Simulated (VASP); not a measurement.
# CaO in VASP: notebook

The runs below take CaO through single point, with r2SCAN.

All numbers are computed with VASP 6.6.1; they aren't measurements. Logs are shortened: lines on timing, memory, paths and dates and some standing lists are left out, and cuts for length are marked.

### 1 The cell of the first run

Symmetry: Pm-3m, No. 221, cubic system. The conventional cell has a = 2.910 Å, b = 2.910 Å, c = 2.910 Å, α = 90.00°, β = 90.00°, γ = 90.00°. Within 3.3 Å of Ca (site symmetry m-3m) lie 8 O at 2.52 Å and 6 Ca at 2.91 Å. O (site symmetry m-3m) has 8 Ca at 2.52 Å and 6 O at 2.91 Å within 3.3 Å.

### 2 Single point, r2SCAN (12.32 Å³/atom)

Contents of POSCAR:

```
CaO
1.0
    2.9101886460      0.0000000000      0.0000000000
    0.0000000000      2.9101886460      0.0000000000
    0.0000000000      0.0000000000      2.9101886460
Ca O
1 1
Direct
    0.0000000000      0.0000000000      0.0000000000
    0.5000000000      0.5000000000      0.5000000000
```

Contents of INCAR.step1:

```
PREC = Accurate
ENCUT = 1480
ISMEAR = 0
SIGMA = 0.05
LREAL = F
LASPH = T
NELM = 120
NBANDS = 15
GGA = PE
ALGO = Normal
EDIFF = 1E-5
LWAVE = T
LCHARG = F
GGA_COMPAT = F
```

Contents of INCAR.step2:

```
PREC = Accurate
ENCUT = 1480
EDIFF = 1E-6
ISMEAR = 0
SIGMA = 0.05
LREAL = F
LASPH = T
NELM = 120
ALGO = Normal
ISIF = 2
LWAVE = F
LCHARG = F
METAGGA = R2SCAN
LMIXTAU = T
NBANDS = 15
ISTART = 1
GGA_COMPAT = F
```

Contents of KPOINTS:

```
regular mesh
0
Gamma
  8 8 8
```

Potentials or basis: VASP PAW PBE potentials, release 64 (Ca_sv, O_h).

Started as:

```console
$ cat potpaw_PBE.64/Ca_sv/POTCAR potpaw_PBE.64/O_h/POTCAR > POTCAR
$ cp INCAR.step1 INCAR
$ mpirun -np 1 vasp_std > vasp.out
$ cp INCAR.step2 INCAR
$ mpirun -np 1 vasp_std > vasp.out
```

OUTCAR:

```text
PREC = Accurate
   ENCUT = 1480
   EDIFF = 1E-6
   ISMEAR = 0
   LREAL = F
   LASPH = T
   NELM = 120
   ISIF = 2
   METAGGA = R2SCAN
   ISTART = 1

 ion  position               nearest neighbor table
   1  0.000  0.000  0.000-
   2  0.500  0.500  0.500-

  LATTYP: Found a simple cubic cell.
 ALAT       =     2.9101886460

  Lattice vectors:

 A1 = (   2.9101886460,   0.0000000000,   0.0000000000)
 A2 = (   0.0000000000,   2.9101886460,   0.0000000000)
 A3 = (   0.0000000000,   0.0000000000,   2.9101886460)

Analysis of symmetry for initial positions (statically):
=====================================================================
 Subroutine PRICEL returns:
 Original cell was already a primitive cell.

 Routine SETGRP: Setting up the symmetry group for a
 simple cubic supercell.

 Subroutine GETGRP returns: Found 48 space group operations
 (whereof 48 operations were pure point group operations)
 out of a pool of 48 trial point group operations.

The static configuration has the point symmetry O_h .

Analysis of symmetry for dynamics (positions and initial velocities):
=====================================================================
 Subroutine PRICEL returns:
 Original cell was already a primitive cell.

 Routine SETGRP: Setting up the symmetry group for a
 simple cubic supercell.

 Subroutine GETGRP returns: Found 48 space group operations
 (whereof 48 operations were pure point group operations)
 out of a pool of 48 trial point group operations.

The dynamic configuration has the point symmetry O_h .

 Subroutine INISYM returns: Found 48 space group operations
 (whereof 48 operations are pure point group operations),
 and found     1 'primitive' translations

----------------------------------------------------------------------------------------

                                     Primitive cell

  volume of cell :      24.6470

  direct lattice vectors                    reciprocal lattice vectors
     2.910188646  0.000000000  0.000000000     0.343620336  0.000000000  0.000000000
     0.000000000  2.910188646  0.000000000     0.000000000  0.343620336  0.000000000
     0.000000000  0.000000000  2.910188646     0.000000000  0.000000000  0.343620336

  length of vectors
     2.910188646  2.910188646  2.910188646     0.343620336  0.343620336  0.343620336

  position of ions in fractional coordinates (direct lattice)
     0.000000000  0.000000000  0.000000000
     0.500000000  0.500000000  0.500000000

  ion indices of the primitive-cell ions
   primitive index   ion index
                 1           1
                 2           2

----------------------------------------------------------------------------------------

 KPOINTS: regular mesh

Automatic generation of k-mesh.
 Grid dimensions read from file:
 generate k-points for:    8    8    8

 Generating k-lattice:

  Cartesian coordinates                     Fractional coordinates (reciprocal lattice)
     0.042952542  0.000000000  0.000000000     0.125000000  0.000000000  0.000000000
     0.000000000  0.042952542  0.000000000     0.000000000  0.125000000  0.000000000
     0.000000000  0.000000000  0.042952542     0.000000000  0.000000000  0.125000000

  Length of vectors
     0.042952542  0.042952542  0.042952542

  Shift w.r.t. Gamma in fractional coordinates (k-lattice)
     0.000000000  0.000000000  0.000000000

 Subroutine IBZKPT returns following result:
 ===========================================

 Found     35 irreducible k-points:

 Following reciprocal coordinates:
            Coordinates               Weight
  0.000000  0.000000  0.000000      1.000000
  0.125000  0.000000  0.000000      6.000000
  0.250000  0.000000  0.000000      6.000000
  0.375000  0.000000  0.000000      6.000000
  0.500000  0.000000  0.000000      3.000000
  0.125000  0.125000  0.000000     12.000000
[... 16 lines left out ...]
  0.375000  0.375000  0.125000     24.000000
  0.500000  0.375000  0.125000     24.000000
 [... further k-points ...]
   k-points           NKPTS =     35   k-points in BZ     NKDIM =     35   number of bands    NBANDS=     15
   number of dos      NEDOS =    301   number of ions     NIONS =      2
   total plane-waves  NPLWV =  64000
   dimension x,y,z NGX =    40 NGY =   40 NGZ =   40
   dimension x,y,z NGXF=    80 NGYF=   80 NGZF=   80
   ions per type =               1   1
   NGX,Y,Z   is equivalent  to a cutoff of  22.85, 22.85, 22.85 a.u.
   NGXF,Y,Z  is equivalent  to a cutoff of  45.70, 45.70, 45.70 a.u.
 SYSTEM =  unknown system
   PREC   = accura    normal or accurate (medium, high low for compatibility)
   ISTART =      1    job   : 0-new  1-cont  2-samecut
   ICHARG =      0    charge: 1-file 2-atom 10-const
   ISPIN  =      1    spin polarized calculation?
   LNONCOLLINEAR =      F non collinear calculations
   LSORBIT =      F    spin-orbit coupling
   LASPH  =      T    aspherical Exc in radial PAW
   ENCUT  = 1480.0 eV 108.78 Ry   10.43 a.u.   9.13  9.13  9.13*2*pi/ulx,y,z
   NELM   =    120;   NELMIN=  2; NELMDL=  0     # of ELM steps
   EDIFF  = 0.1E-05   stopping-criterion for ELM
   LREAL  =      F    real-space projection
   EDIFFG = 0.1E-04   stopping-criterion for IOM
   NSW    =      0    number of steps for IOM
   IBRION =     -1    ionic relax: 0-MD 1-quasi-New 2-CG
   NFREE  =      0    steps in history (QN), initial steepest desc. (CG)
   ISIF   =      2    stress and relaxation
   ISYM   =      2    0-nonsym 1-usesym 2-fastsym
   POTIM  = 0.5000    time-step for ionic-motion
   TEBEG  =    0.0;   TEEND  =   0.0 temperature during run
   PSTRESS=    0.0 pullay stress
   NELECT =      16.0000    total number of electrons
   NUPDOWN=      -1.0000    fix difference up-down
   EMIN   =  10.00;   EMAX   =-10.00  energy-range for DOS
   EFERMI =   0.00;   METHOD = LEGACY
   ISMEAR =     0;   SIGMA  =   0.05  broadening in eV -4-tet -1-fermi 0-gaus
   EFERMI_NEDOS =   21; number of points for ismear=-14 and -15
   IALGO  =     38    algorithm
   IMIX   =      4    mixing-type and parameters
     AMIX     =   0.40;   BMIX     =  1.00
     AMIX_MAG =   1.60;   BMIX_MAG =  1.00
  volume/ion in A,a.u.               =      12.32        83.16
  Fermi-wavevector in a.u.,A,eV,Ry     =   1.417513  2.678711 27.338768  2.009343
  Thomas-Fermi vector in A             =   2.538735
   LORBIT       =      0    0 simple, 1 ext, 2 COOP (PROOUT), +10 PAW based schemes
   METAGGA = R2SCAN    functional components
   LHFCALC =     F    Hartree Fock is set to
   AEXX    =    0.0000 exact exchange contribution
   IVDW    =     0    specifies the selected vdW correction
   LEPSILON=     F    determine dielectric tensor
   LRPA    =     F    only Hartree local field effects (RPA)
 non-spin polarized calculation
 Gauss-broadening in eV      SIGMA  =   0.05
  energy-cutoff  :     1480.00
  volume of cell :       24.65
 maximum number of plane-waves:      3218
 NGX is ok and might be reduce to    40
   NGX = 19   NGY = 19   NGZ = 19

 number of electron      15.9999999 magnetization

 Free energy of the ion-electron system (eV)
  ---------------------------------------------------
  ext. energy  EPLUGINS =         0.00000000
  ---------------------------------------------------
  free energy    TOTEN  =       -18.52115917 eV

  energy without entropy =      -18.52115917  energy(sigma->0) =      -18.52115917

 E-fermi :   4.4068     XC(G=0): -11.8606

 val. band max:        4.1639388463   @ k =   0.5000   0.5000   0.0000
 cond. band min:       7.4470561158   @ k =   0.0000   0.0000   0.0000
 fundamental gap:      3.2831172694
 Fermi energy:         4.4067514438

 k-point     1 :       0.0000    0.0000    0.0000
  band No.  band energies     occupation
      1     -36.6699      2.00000
      2     -16.2541      2.00000
      3     -16.2541      2.00000
      4     -16.2541      2.00000
      5     -13.2232      2.00000
      6       3.8595      2.00000
      7       3.8595      2.00000
      8       3.8595      2.00000
      9       7.4471      0.00000
     10       7.4471      0.00000
     11      10.1844      0.00000
     12      13.1867      0.00000
     13      13.1867      0.00000
     14      13.1867      0.00000
     15      24.3426      0.00000

 k-point     2 :       0.1250    0.0000    0.0000
  band No.  band energies     occupation
      1     -36.6464      2.00000
      2     -16.5300      2.00000
      3     -16.2361      2.00000
      4     -16.2361      2.00000
      5     -13.0021      2.00000
      6       3.1381      2.00000
      7       3.7915      2.00000
      8       3.7915      2.00000
      9       7.5729      0.00000
     10       8.1287      0.00000
     11      10.8250      0.00000
     12      13.1236      0.00000
     13      13.1236      0.00000
     14      13.2294      0.00000
     15      23.4219      0.00000

 k-point     3 :       0.2500    0.0000    0.0000
  band No.  band energies     occupation
      1     -36.5891      2.00000
      2     -17.0960      2.00000
      3     -16.1923      2.00000
      4     -16.1923      2.00000
      5     -12.5508      2.00000
      6       1.8324      2.00000
      7       3.6230      2.00000
      8       3.6230      2.00000
      9       7.9001      0.00000
     10       9.6686      0.00000
     11      12.2404      0.00000
     12      13.0069      0.00000
     13      13.0069      0.00000
     14      13.3345      0.00000
     15      21.6427      0.00000
[... 343 lines left out ...]
 k-point    23 :       0.3750    0.3750    0.1250
  band No.  band energies     occupation
      1     -36.3834      2.00000
      2     -17.1516      2.00000
      3     -17.0243      2.00000
      4     -16.2123      2.00000
      5     -12.3662      2.00000
      6       1.7050      2.00000
      7       2.0112      2.00000
      8       3.4323      2.00000
      9       9.4427      0.00000
     10      10.4256      0.00000
     11      11.6520      0.00000
     12      12.1244      0.00000
     13      13.1920      0.00000
     14      17.0607      0.00000
     15      20.7749      0.00000

 k-point    24 :       0.5000    0.3750    0.1250
  band No.  band energies     occupation
      1     -36.3614      2.00000
      2     -17.2383      2.00000
      3     -17.0083      2.00000
      4     -16.1937      2.00000
      5     -12.4103      2.00000
      6       1.6486      2.00000
      7       1.9767      2.00000
      8       3.4749      2.00000
      9       9.3608      0.00000
     10      10.2563      0.00000
     11      11.6506      0.00000
     12      11.8171      0.00000
     13      13.8135      0.00000
     14      18.7041      0.00000
     15      18.9318      0.00000

 [... further k-points ...]

------------------------ aborting loop because EDIFF is reached ----------------------------------------

  FORCE on cell =-STRESS in cart. coord.  units (eV):
  Direction    XX          YY          ZZ          XY          YZ          ZX
  --------------------------------------------------------------------------------------
  -------------------------------------------------------------------------------------
  Total        0.0182577      0.0182577      0.0182577     -0.0000000     -0.0000000     -0.0000000
  in kB        1.1868461      1.1868461      1.1868461     -0.0000000     -0.0000000     -0.0000000
  external PRESSURE =       1.1868461 kB  Pullay stress =       0.0000000 kB

 VOLUME and BASIS-vectors are now :
 -----------------------------------------------------------------------------
  energy-cutoff  :     1480.00
  volume of cell :       24.65
      direct lattice vectors                 reciprocal lattice vectors
     2.910188646  0.000000000  0.000000000     0.343620336  0.000000000  0.000000000
     0.000000000  2.910188646  0.000000000     0.000000000  0.343620336  0.000000000
     0.000000000  0.000000000  2.910188646     0.000000000  0.000000000  0.343620336

 POSITION                                       TOTAL-FORCE (eV/Angst)
 -----------------------------------------------------------------------------------
      0.00000      0.00000      0.00000         0.000000      0.000000      0.000000
      1.45509      1.45509      1.45509         0.000000      0.000000      0.000000
 -----------------------------------------------------------------------------------
    total drift:                                0.000000      0.000000     -0.000000

  FREE ENERGIE OF THE ION-ELECTRON SYSTEM (eV)
  ---------------------------------------------------
  free  energy   TOTEN  =       -18.5211591721 eV

  energy  without entropy=      -18.5211591721  energy(sigma->0) =      -18.52115917
```

Wall time 7.5 min (1 thread of AMD EPYC 7R43 (Zen 3), shared host); peak memory 0.26 GiB.

Results:

- Free energy: -18.5212 eV
- Pressure: 0.1 GPa
- Band gap on the k mesh: 3.28 eV (least direct gap 3.59 eV)

Caveat: the PAW data sets were made with another functional, which shifts forces and pressure a little. A k mesh can miss the band edges.

(Part 1 of 2 ends here.)
